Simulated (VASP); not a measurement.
Set up this calculation in VASP 6.6.1, as the native input.

| Quantity | Value |
| --- | --- |
| Task | single point |
| Functional | PBEsol |
| Potentials or basis | VASP PAW PBE potentials, release 64 (Ti_sv) |
| Cutoff | 520 eV |
| k mesh | 7 × 7 × 10 |
| Occupations | fermi-dirac, width 0.1 eV |
| Spin | no spin polarisation |
| Dipole correction | no |
| Further INCAR settings | ALGO = Normal; EDIFF = 1e-06; NBANDS = 25 |

The structure of Ti lies in POSCAR:

```
Ti
1.0
    4.6152825043      0.0000000000      0.0000000000
   -2.3076412521      3.9969520374      0.0000000000
    0.0000000000      0.0000000000      2.8293688396
Ti
3
Direct
    0.0000000000      0.0000000000      0.0000000000
    0.3333333333      0.6666666667      0.5000000000
    0.6666666667      0.3333333333      0.5000000000
```

This isn't the form of Ti at room conditions, which is hcp.

One way to write it, as run:

INCAR

```
SYSTEM = Ti
ALGO = Normal ; EDIFF = 1E-6
ENCUT = 520 ; GGA = PS
ISIF = 2 ; ISMEAR = -1
LASPH = .True. ; LCHARG = .False.
LREAL = .False. ; LWAVE = .False.
NBANDS = 25 ; NELM = 60
PREC = Accurate ; SIGMA = 0.1
```

KPOINTS

```
k-points
0
Gamma
  7 7 10
  0 0 0
```

Potentials or basis: VASP PAW PBE potentials, release 64 (Ti_sv).

The run is started by

```bash
$ cat potpaw_PBE.64/Ti_sv/POTCAR > POTCAR
$ mpirun -np 1 vasp_std > vasp.out
```

Results of the run:

| Quantity | Value |
| --- | --- |
| Pressure | -6.0 GPa |
| Band gap on the k mesh | zero (bands 18 and 19 overlap by 0.24 eV) |

Caveat: the cell stands under tension; the PAW data sets were made with another functional, which shifts forces and pressure a little.

Wall time 75 s on 1 thread of Intel Xeon 8259CL (shared host), peak memory 0.2 GiB.
